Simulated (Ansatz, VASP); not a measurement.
**CuAs: VASP beside Ansatz**

```
Cu As
1.0
     3.60330    0.00000    0.00000
    -1.80165    3.12055    0.00000
     0.00000    0.00000    4.72850
Cu As
2 2
Direct
  0.00000 0.00000 0.50000
  0.00000 0.00000 0.00000
  0.66667 0.33333 0.75000
  0.33333 0.66667 0.25000
```

Alike in both runs: task single point; functional LDA; k mesh 12 × 12 × 8; occupations gaussian, width 0.15 eV; no spin polarisation.

|  | VASP | Ansatz |
| --- | --- | --- |
| version | VASP 6.6.1 | Ansatz 0.2.0 |
| potentials or method | VASP PAW LDA potentials, release 64 (Cu, As), cutoff 520 eV | scalar-relativistic, plane waves, PAW |
| valence electrons in the cell | 32 | 68 |

VASP gave:

* gap on the k mesh at the Fermi level (eV): none
* pressure (GPa): 21.8
* traceless stress, the component that is largest in VASP (GPa): -2.00

Q: Estimate Ansatz's values.

A: gap on the k mesh at the Fermi level (eV): none; pressure (GPa): 21.0; traceless stress, the component that is largest in VASP (GPa): -2.02.

LDA's correlation is that of Perdew and Zunger in VASP and of Perdew and Wang (1992) in Ansatz. A gap of «none» marks a metal or a gap that the smearing closes. VASP's potentials hold 32 valence electrons a cell and Ansatz's 68, so a difference there can come from the potentials and not from the codes.
